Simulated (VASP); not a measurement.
Crystal: PbO.

```xyz
8
Lattice="5.8760 0.0000 0.0000 0.0000 5.4760 0.0000 0.0000 0.0000 4.7430" Properties=species:S:1:pos:R:3 pbc="T T T"
Pb    4.5186    2.8147    1.1858
Pb    1.3574    2.6613    3.5573
Pb    4.5186    5.3993    3.5573
Pb    1.3574    0.0767    1.1858
O     0.7756    3.1870    1.1858
O     5.1004    2.2890    3.5573
O     0.7756    5.0270    3.5573
O     5.1004    0.4490    1.1858
```

Base run:

- Program: VASP 6.6.1
- Functional: PBE
- Potentials or basis: VASP PAW PBE potentials, release 64 (Pb_d, O)
- Cutoff: 520 eV
- k mesh: 4 × 4 × 4
- Occupations: fermi-dirac, width 0.05 eV
- Spin: no spin polarisation

Its results: band gap on the k mesh 2.21 eV, indirect (least direct gap 2.42 eV); pressure 2.4 GPa; largest force 0.947 eV/Å.

The run is repeated on the same cell with these changes: k mesh from 4 × 4 × 4 to 5 × 5 × 6; further incar settings from ALGO = Normal; EDIFF = 1e-07; NBANDS = 50 to ALGO = Normal; EDIFF = 1e-08; NBANDS = 50. What comes out?

Band gap on the k mesh 1.97 eV, indirect (least direct gap 2.15 eV); pressure 2.4 GPa; largest force 0.947 eV/Å.

Caveats: spin-orbit coupling is left out, which moves the levels of the heavy elements.

A k mesh can miss the band edges.
